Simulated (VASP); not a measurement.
A run of VASP 6.6.1 is set up as follows.

File INCAR:

```
PREC = Accurate
ENCUT = 520
EDIFF = 1E-6
ISMEAR = -1
SIGMA = 0.02
LREAL = Auto
LASPH = T
NELM = 60
ALGO = Normal
ISIF = 2
LWAVE = F
LCHARG = F
GGA = PE
NBANDS = 26
```

The input KPOINTS:

```
regular mesh
0
Gamma
  1 1 1
```

The input POSCAR:

```
H
1.0
    6.2144650000      0.0000000000      0.0000000000
    0.0000000000      6.2144650000      0.0000000000
    0.0000000000      0.0000000000      6.2144650000
H
20
Direct
    0.5066888300      0.2405034062      1.1155264371
    0.4072916977      0.2019160137      1.0406688267
    0.9016383550      0.0804896319      0.7299421591
    0.7895289458      0.1276376969      0.7039222202
   -0.0081101108     -0.1638274574      0.4222889661
    0.0245717049     -0.2755023964      0.3921013313
    0.4210016470      0.1585655402      0.6616498765
    0.4172845128      0.0434792054      0.6870261559
    0.1429407037      0.2693232644      0.3315168723
    0.0523777992      0.3390959640      0.3321122575
    0.3378891023      0.8316403745      0.0583638334
    0.3320961660      0.8523983963      0.1767971981
    0.8117995676      0.5858267767      0.1547679486
    0.8149695911      0.6856101048      0.0840780341
    1.1727799577      0.4277278897      0.8852733099
    1.2277645783      0.5384212478      0.8740575416
    0.6603142829      0.2926076501      0.3363121363
    0.6496295337      0.3380500172      0.4495318583
    0.4864618274      0.5169873835      0.7207539185
    0.5837670660      0.5714088019      0.7521484150
```

Potentials or basis: VASP PAW PBE potentials, release 64 (H).

The run is started by

```sh
$ cat potpaw_PBE.64/H/POTCAR > POTCAR
$ mpirun -np 1 vasp_gam > vasp.out
```

Q: What does it give for the band gap on the k mesh?

A: 8.46 eV.

Q: Predict the largest force.

A: 1.846 eV/Å.

Q: Predict the pressure.

A: 1.0 GPa.

Stress tensor (GPa, compression positive):
```
 1.43 -0.13 -0.28
-0.13  1.01  0.04
-0.28  0.04  0.63
```

Caveat: the k points lie up to 1.01 Å⁻¹ apart.
